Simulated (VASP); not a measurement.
# Ti3C in VASP: notebook

Runs on Ti3C. Level: PBEsol. Tasks: single point.

All numbers are computed with VASP 6.6.1; they aren't measurements. Logs are shortened: lines on timing, memory, paths and dates and some standing lists are left out, and cuts for length are marked.

### 1 The cell of the first run

The cell holds a slab with vacuum, 4 atoms: a = 2.780 Å, b = 2.780 Å, c = 19.776 Å, α = 90.00°, β = 90.00°, γ = 109.47°.

### 2 Single point, PBEsol

File INCAR:

```
SYSTEM = Ti3C
PREC = Accurate
ENCUT = 520
EDIFF = 1E-6
ISMEAR = 0
SIGMA = 0.1
LREAL = .False.
LASPH = .True.
NELM = 60
ALGO = Normal
ISIF = 2
LWAVE = .False.
LCHARG = .False.
LDIPOL = .True.
IDIPOL = 3
DIPOL = 0.5 0.5 0.355
GGA = PS
NBANDS = 28
```

File KPOINTS:

```
regular mesh
0
Gamma
  10 10 1
  0 0 0
```

File POSCAR:

```
Ti3C
1.0
    2.7797925781      0.0000000000      0.0000000000
   -0.9265975260      2.6208135764      0.0000000000
    0.0000000000      0.0000000000     19.7756614792
Ti C
3 1
Direct
    0.5000000000      0.5000000000      0.2022688346
    0.0000000000      0.0000000000      0.3106574497
    0.5000000000      0.5000000000      0.4184771006
    0.8333333333      0.8333333333      0.4893387820
```

Potentials or basis: VASP PAW PBE potentials, release 64 (Ti_sv, C).

On the command line:

```console
cat potpaw_PBE.64/Ti_sv/POTCAR potpaw_PBE.64/C/POTCAR > POTCAR
mpirun -np 1 vasp_std > vasp.out
```

OUTCAR:

```text
SYSTEM = Ti3C
   PREC = Accurate
   ENCUT = 520
   EDIFF = 1E-6
   ISMEAR = 0
   LREAL = .False.
   LASPH = .True.
   NELM = 60
   ISIF = 2
   GGA = PS

 ion  position               nearest neighbor table
   1  0.500  0.500  0.202-   2 2.68   2 2.68
   2  0.000  0.000  0.311-   3 2.67   3 2.67   1 2.68   1 2.68
   3  0.500  0.500  0.418-   4 1.76   2 2.67   2 2.67
   4  0.833  0.833  0.489-   3 1.76

  LATTYP: Found a base centered orthorhombic cell.
 ALAT       =     3.2098279866
 B/A-ratio  =     1.4142135623
 C/A-ratio  =     6.1609723518

  Lattice vectors:

 A1 = (   2.7797925781,   0.0000000000,   0.0000000000)
 A2 = (  -0.9265975260,   2.6208135764,   0.0000000000)
 A3 = (   0.0000000000,   0.0000000000,  19.7756614792)

Analysis of symmetry for initial positions (statically):
=====================================================================
 Subroutine PRICEL returns:
 Original cell was already a primitive cell.

 Routine SETGRP: Setting up the symmetry group for a
 base centered orthorhombic supercell.

 Subroutine GETGRP returns: Found  2 space group operations
 (whereof  2 operations were pure point group operations)
 out of a pool of  8 trial point group operations.

The static configuration has the point symmetry C_1h.

Analysis of symmetry for dynamics (positions and initial velocities):
=====================================================================
 Subroutine PRICEL returns:
 Original cell was already a primitive cell.

 Routine SETGRP: Setting up the symmetry group for a
 base centered orthorhombic supercell.

 Subroutine GETGRP returns: Found  2 space group operations
 (whereof  2 operations were pure point group operations)
 out of a pool of  8 trial point group operations.

The dynamic configuration has the point symmetry C_1h.

 Subroutine INISYM returns: Found  2 space group operations
 (whereof  2 operations are pure point group operations),
 and found     1 'primitive' translations

----------------------------------------------------------------------------------------

                                     Primitive cell

  volume of cell :     144.0720

  direct lattice vectors                    reciprocal lattice vectors
     2.779792578  0.000000000  0.000000000     0.359739071  0.127186968  0.000000000
    -0.926597526  2.620813576  0.000000000     0.000000000  0.381560905  0.000000000
     0.000000000  0.000000000 19.775661479     0.000000000  0.000000000  0.050567209

  length of vectors
     2.779792578  2.779792578 19.775661479     0.381560905  0.381560905  0.050567209

  position of ions in fractional coordinates (direct lattice)
     0.500000000  0.500000000  0.202268835
     0.000000000  0.000000000  0.310657450
     0.500000000  0.500000000  0.418477101
     0.833333333  0.833333333  0.489338782

  ion indices of the primitive-cell ions
   primitive index   ion index
                 1           1
                 2           2
                 3           3
                 4           4

----------------------------------------------------------------------------------------

 KPOINTS: regular mesh

Automatic generation of k-mesh.
 Grid dimensions read from file:
 generate k-points for:   10   10    1

 Generating k-lattice:

  Cartesian coordinates                     Fractional coordinates (reciprocal lattice)
     0.035973907  0.012718697  0.000000000     0.100000000  0.000000000  0.000000000
     0.000000000  0.038156090  0.000000000     0.000000000  0.100000000  0.000000000
     0.000000000  0.000000000  0.050567209     0.000000000  0.000000000  1.000000000

  Length of vectors
     0.038156090  0.038156090  0.050567209

  Shift w.r.t. Gamma in fractional coordinates (k-lattice)
     0.000000000  0.000000000  0.000000000

 Subroutine IBZKPT returns following result:
 ===========================================

 Found     31 irreducible k-points:

 Following reciprocal coordinates:
            Coordinates               Weight
  0.000000  0.000000  0.000000      1.000000
  0.100000  0.000000  0.000000      4.000000
  0.200000  0.000000  0.000000      4.000000
  0.300000  0.000000  0.000000      4.000000
  0.400000  0.000000  0.000000      4.000000
  0.500000  0.000000  0.000000      2.000000
[... 16 lines left out ...]
  0.300000  0.300000  0.000000      2.000000
  0.400000  0.300000  0.000000      4.000000
 [... further k-points ...]
   k-points           NKPTS =     31   k-points in BZ     NKDIM =     31   number of bands    NBANDS=     28
   number of dos      NEDOS =    301   number of ions     NIONS =      4
   total plane-waves  NPLWV =  86400
   dimension x,y,z NGX =    24 NGY =   24 NGZ =  150
   dimension x,y,z NGXF=    48 NGYF=   48 NGZF=  300
   ions per type =               3   1
   NGX,Y,Z   is equivalent  to a cutoff of  14.35, 14.35, 12.61 a.u.
   NGXF,Y,Z  is equivalent  to a cutoff of  28.71, 28.71, 25.22 a.u.
 SYSTEM =  Ti3C
   PREC   = accura    normal or accurate (medium, high low for compatibility)
   ISTART =      0    job   : 0-new  1-cont  2-samecut
   ICHARG =      2    charge: 1-file 2-atom 10-const
   ISPIN  =      1    spin polarized calculation?
   LNONCOLLINEAR =      F non collinear calculations
   LSORBIT =      F    spin-orbit coupling
   LASPH  =      T    aspherical Exc in radial PAW
   ENCUT  =  520.0 eV  38.22 Ry    6.18 a.u.   5.17  5.17 36.77*2*pi/ulx,y,z
   NELM   =     60;   NELMIN=  2; NELMDL= -5     # of ELM steps
   EDIFF  = 0.1E-05   stopping-criterion for ELM
   LREAL  =      F    real-space projection
[... 7 lines left out ...]
   TEBEG  =    0.0;   TEEND  =   0.0 temperature during run
   PSTRESS=    0.0 pullay stress
   NELECT =      40.0000    total number of electrons
   NUPDOWN=      -1.0000    fix difference up-down
   EMIN   =  10.00;   EMAX   =-10.00  energy-range for DOS
   EFERMI =   0.00;   METHOD = LEGACY
   ISMEAR =     0;   SIGMA  =   0.10  broadening in eV -4-tet -1-fermi 0-gaus
   EFERMI_NEDOS =   21; number of points for ismear=-14 and -15
   IALGO  =     38    algorithm
   IMIX   =      4    mixing-type and parameters
     AMIX     =   0.40;   BMIX     =  1.00
     AMIX_MAG =   1.60;   BMIX_MAG =  1.00
  volume/ion in A,a.u.               =      36.02       243.06
  Fermi-wavevector in a.u.,A,eV,Ry     =   1.067993  2.018214 15.518922  1.140609
  Thomas-Fermi vector in A             =   2.203627
   LORBIT       =      0    0 simple, 1 ext, 2 COOP (PROOUT), +10 PAW based schemes
   GGA     = PS    functional components
   LHFCALC =     F    Hartree Fock is set to
   AEXX    =    0.0000 exact exchange contribution
   IVDW    =     0    specifies the selected vdW correction
   LEPSILON=     F    determine dielectric tensor
   LRPA    =     F    only Hartree local field effects (RPA)
 non-spin polarized calculation
 Gauss-broadening in eV      SIGMA  =   0.10
  energy-cutoff  :      520.00
  volume of cell :      144.07
 maximum number of plane-waves:      3916
 NGX is ok and might be reduce to    24
   NGX = 11   NGY = 11   NGZ = 73

 dipolmoment           0.000000      0.000000     -0.013102 electrons x Angstroem

 number of electron      40.0000007 magnetization

 dipolmoment           0.000000      0.000000      0.094964 electrons x Angstroem

 Free energy of the ion-electron system (eV)
  ---------------------------------------------------
  ext. energy  EPLUGINS =         0.00000000
  ---------------------------------------------------
  free energy    TOTEN  =       -29.62484283 eV

  energy without entropy =      -29.58546189  energy(sigma->0) =      -29.60515236

 E-fermi :  -0.2971     XC(G=0):  -5.5509

 val. band max:       -0.3095814512   @ k =  -0.2000   0.2000   0.0000
 cond. band min:      -0.2790140709   @ k =  -0.1000   0.1000   0.0000
 fundamental gap:      0.0305673802
 Fermi energy:        -0.2970800894

 k-point     1 :       0.0000    0.0000    0.0000
  band No.  band energies     occupation
      1     -56.6272      2.00000
      2     -56.2181      2.00000
      3     -55.7732      2.00000
      4     -33.1638      2.00000
      5     -32.7186      2.00000
      6     -32.6492      2.00000
[... 20 lines left out ...]
     27       2.5659      0.00000
     28       2.7385      0.00000

 k-point     2 :       0.1000    0.0000    0.0000
  band No.  band energies     occupation
      1     -56.6186      2.00000
      2     -56.2103      2.00000
      3     -55.7659      2.00000
      4     -33.1501      2.00000
      5     -32.7746      2.00000
      6     -32.6254      2.00000
[... 20 lines left out ...]
     27       2.4342      0.00000
     28       2.5675      0.00000

 k-point     3 :       0.2000    0.0000    0.0000
  band No.  band energies     occupation
      1     -56.5960      2.00000
      2     -56.1897      2.00000
      3     -55.7467      2.00000
      4     -33.1184      2.00000
      5     -32.9049      2.00000
      6     -32.6696      2.00000
[... 20 lines left out ...]
     27       2.3707      0.00000
     28       2.6228      0.00000

 k-point     4 :       0.3000    0.0000    0.0000
  band No.  band energies     occupation
      1     -56.5679      2.00000
      2     -56.1641      2.00000
      3     -55.7228      2.00000
      4     -33.1118      2.00000
      5     -33.0526      2.00000
      6     -32.7304      2.00000
[... 578 lines left out ...]
     27       1.8268      0.00000
     28       2.4280      0.00000

 k-point    23 :       0.3000    0.3000    0.0000
  band No.  band energies     occupation
      1     -56.5163      2.00000
      2     -56.1151      2.00000
      3     -55.6751      2.00000
      4     -33.0798      2.00000
      5     -33.0301      2.00000
      6     -33.0232      2.00000
[... 20 lines left out ...]
     27       3.1154      0.00000
     28       3.2175      0.00000

 k-point    24 :       0.4000    0.3000    0.0000
  band No.  band energies     occupation
      1     -56.5032      2.00000
      2     -56.1008      2.00000
      3     -55.6595      2.00000
      4     -33.1602      2.00000
      5     -33.0270      2.00000
      6     -33.0080      2.00000
[... 20 lines left out ...]
     27       3.1715      0.00000
     28       3.4315      0.00000

 [... further k-points ...]

------------------------ aborting loop because EDIFF is reached ----------------------------------------

 vacuum level on the upper side and lower side of the slab       (xc-potential included)         0.992        -1.353

  FORCE on cell =-STRESS in cart. coord.  units (eV):
  Direction    XX          YY          ZZ          XY          YZ          ZX
  --------------------------------------------------------------------------------------
  -------------------------------------------------------------------------------------
  Total        0.0948894      0.7799012      1.3390562      0.9687530      2.9109446      2.0583478
  in kB        1.0552334      8.6730251     14.8912052     10.7731844     32.3716613     22.8902112
  external PRESSURE =       8.2064879 kB  Pullay stress =       0.0000000 kB

 VOLUME and BASIS-vectors are now :
 -----------------------------------------------------------------------------
  energy-cutoff  :      520.00
  volume of cell :      144.07
      direct lattice vectors                 reciprocal lattice vectors
     2.779792578  0.000000000  0.000000000     0.359739071  0.127186968  0.000000000
    -0.926597526  2.620813576  0.000000000     0.000000000  0.381560905  0.000000000
     0.000000000  0.000000000 19.775661479     0.000000000  0.000000000  0.050567209

 POSITION                                       TOTAL-FORCE (eV/Angst)
 -----------------------------------------------------------------------------------
      0.92660      1.31041      4.00000        -0.027504     -0.038897      0.039248
      0.00000      0.00000      6.14346         0.272086      0.384788     -0.667214
      0.92660      1.31041      8.27566        -2.043752     -2.890302      0.555361
      1.54433      2.18401      9.67700         1.799170      2.544411      0.072605
 -----------------------------------------------------------------------------------
    total drift:                                0.000004      0.000005     -0.000433

  FREE ENERGIE OF THE ION-ELECTRON SYSTEM (eV)
  ---------------------------------------------------
  free  energy   TOTEN  =       -29.6248428341 eV

  energy  without entropy=      -29.5854618881  energy(sigma->0) =      -29.60515236

 vacuum level on the upper side and lower side of the slab         6.403         3.982
```

It took 1.8 min on 1 thread of Intel Xeon 6975P-C (Granite Rapids), shared host; peak memory 0.33 GiB.

What came out:

| Quantity | Value |
| --- | --- |
| Free energy | -29.6248 eV |
| Largest force | 3.583 eV/Å |
| Band gap on the k mesh | zero (band 20 reaches 0.01 eV, above the bottom of band 21 at -0.53 eV) |

Forces in eV/Å, atoms in the order of the input:
```
Ti  -0.028 -0.039  0.039
Ti   0.272  0.385 -0.667
Ti  -2.044 -2.890  0.555
C    1.799  2.544  0.073
```

Caveat: the PAW data sets were made with another functional, which shifts forces and pressure a little.

### 3 Single point, PBEsol

File INCAR:

```
  PREC = Accurate
  ENCUT = 520
  EDIFF = 1E-7
  ISMEAR = 0
  SIGMA = 0.1
  LREAL = F
  LASPH = T
  NELM = 80
  ALGO = Normal
  ISIF = 2
  LWAVE = F
  LCHARG = F
  LDIPOL = T
  IDIPOL = 3
  DIPOL = 0.5 0.5 0.350
  GGA = PS
  NBANDS = 28
```

File KPOINTS:

```
Automatic mesh
0
Gamma
  10 10 1
```

POSCAR, as its differences from that of step 2:

```diff
@@ -11,2 +11,2 @@
     0.5000000000      0.5000000000      0.4184771006
-    0.8333333333      0.8333333333      0.4893387820
+    0.8333333333      1.1666666667      0.4670606293
```

Potentials or basis: VASP PAW PBE potentials, release 64 (Ti_sv, C).

On the command line:

```console
cat potpaw_PBE.64/Ti_sv/POTCAR potpaw_PBE.64/C/POTCAR > POTCAR
mpirun -np 1 vasp_std > vasp.out
```

Run time: 2 min. Hardware: 1 thread of Intel Xeon 6975P-C (Granite Rapids), shared host; peak memory 0.33 GiB.

It converged, with:

- Free energy: -30.7842 eV
- Largest force: 2.486 eV/Å
- Band gap on the k mesh: zero (band 20 reaches 0.10 eV, above the bottom of band 21 at -0.38 eV)

Forces on the atoms (eV/Å):
```
Ti  -0.050  0.035  0.237
Ti   0.042 -0.030 -1.346
Ti  -1.827  1.292  1.083
C    1.835 -1.297  0.026
```

Levels at points of the mesh, in eV from the Fermi level:
| k point | band 16 | band 17 | band 18 | band 19 | band 20 | band 21 | band 22 | band 23 | band 24 | band 25 |
| --- | --- | --- | --- | --- | --- | --- | --- | --- | --- | --- |
| (0.00, 0.00, 0.00) | -3.11 | -2.05 | -0.46 | -0.28 | -0.08 | 0.66 | 0.86 | 1.18 | 1.28 | 2.46 |
| (0.50, 0.00, 0.00) | -1.93 | -1.11 | -0.56 | -0.50 | -0.17 | 0.12 | 0.29 | 1.23 | 2.50 | 2.69 |
| (0.50, 0.50, 0.00) | -1.97 | -1.82 | -1.76 | -0.40 | -0.35 | 0.16 | 1.89 | 2.26 | 2.38 | 2.66 |

Caveat: the PAW data sets were made with another functional, which shifts forces and pressure a little.
